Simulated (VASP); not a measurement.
Input of a VASP 6.6.1 run:

Contents of INCAR:

```
PREC = Accurate
ENCUT = 520
EDIFF = 1E-6
ISMEAR = 0
SIGMA = 0.1
LREAL = Auto
LASPH = T
NELM = 100
ALGO = Normal
ISIF = 2
LWAVE = F
LCHARG = T
LDIPOL = T
IDIPOL = 3
DIPOL = 0.5 0.5 0.292
GGA = PE
IVDW = 12
LELF = T
LVHAR = T
LVACPOTAV = T
NBANDS = 123
```

KPOINTS

```
regular mesh
0
Gamma
  5 5 1
```

The input POSCAR:

```
Ti12N12O
1.0
    5.9473589866      0.0000000000      0.0000000000
    0.0000000000      5.9473589866      0.0000000000
    0.0000000000      0.0000000000     21.5533569335
Ti N O
12 12 1
Direct
    0.2500000000      0.2500000000      0.1855859397
    0.2500000000      0.7500000000      0.1855859397
    0.7500000000      0.2500000000      0.1855859397
    0.7500000000      0.7500000000      0.1855859397
    0.0000000000      0.0000000000      0.2814770362
    0.0000000000      0.5000000000      0.2814770362
    0.5000000000      0.0000000000      0.2814770362
    0.5000000000      0.5000000000      0.2814770362
    0.2500000000      0.2500000000      0.3733135280
    0.2500000000      0.7500000000      0.3733135280
    0.7500000000      0.2500000000      0.3733135280
    0.7500000000      0.7500000000      0.3733135280
    0.0000000000      0.0000000000      0.1855859397
    0.0000000000      0.5000000000      0.1855859397
    0.5000000000      0.0000000000      0.1855859397
    0.5000000000      0.5000000000      0.1855859397
    0.2500000000      0.2500000000      0.2799709833
    0.2500000000      0.7500000000      0.2799709833
    0.7500000000      0.2500000000      0.2799709833
    0.7500000000      0.7500000000      0.2799709833
    0.0000000000      0.0000000000      0.3829267505
    0.0000000000      0.5000000000      0.3829267505
    0.5000000000      0.0000000000      0.3829267505
    0.5000000000      0.5000000000      0.3829267505
    0.1666666667      0.2500000000      0.5360351508
```

Potentials or basis: VASP PAW PBE potentials, release 64 (Ti_sv, N, O).

Launch:

```console
$ cat potpaw_PBE.64/Ti_sv/POTCAR potpaw_PBE.64/N/POTCAR potpaw_PBE.64/O/POTCAR > POTCAR
$ mpirun -np 1 vasp_std > vasp.out
```

Question: What does it give for the band gap on the k mesh?

Answer: Zero (bands 105 and 106 overlap by 0.31 eV).

Question: Predict the largest force.

Answer: 1.853 eV/Å.

Question: What does it give for the dispersion energy per atom?

Answer: -0.309 eV.

Forces on the atoms (eV/Å):
```
Ti  -0.004  0.000  1.718
Ti   0.000  0.000  1.816
Ti   0.003  0.000  1.808
Ti   0.002  0.000  1.846
Ti  -0.009 -0.017  0.014
Ti  -0.009  0.017  0.014
Ti   0.006 -0.001  0.018
Ti   0.006  0.001  0.018
Ti  -0.117  0.000  1.548
Ti  -0.040  0.000  0.729
Ti   0.081  0.000  0.778
Ti   0.041  0.000  0.589
N   -0.001 -0.005 -1.842
N   -0.001  0.005 -1.842
N    0.000  0.003 -1.853
N    0.000 -0.003 -1.853
N    0.006  0.000 -0.105
N   -0.004  0.000 -0.064
N   -0.003  0.000 -0.064
N    0.005  0.000 -0.067
N   -0.050 -0.066 -0.612
N   -0.050  0.066 -0.612
N    0.042 -0.041 -0.536
N    0.042  0.041 -0.536
O    0.055  0.000 -0.912
```
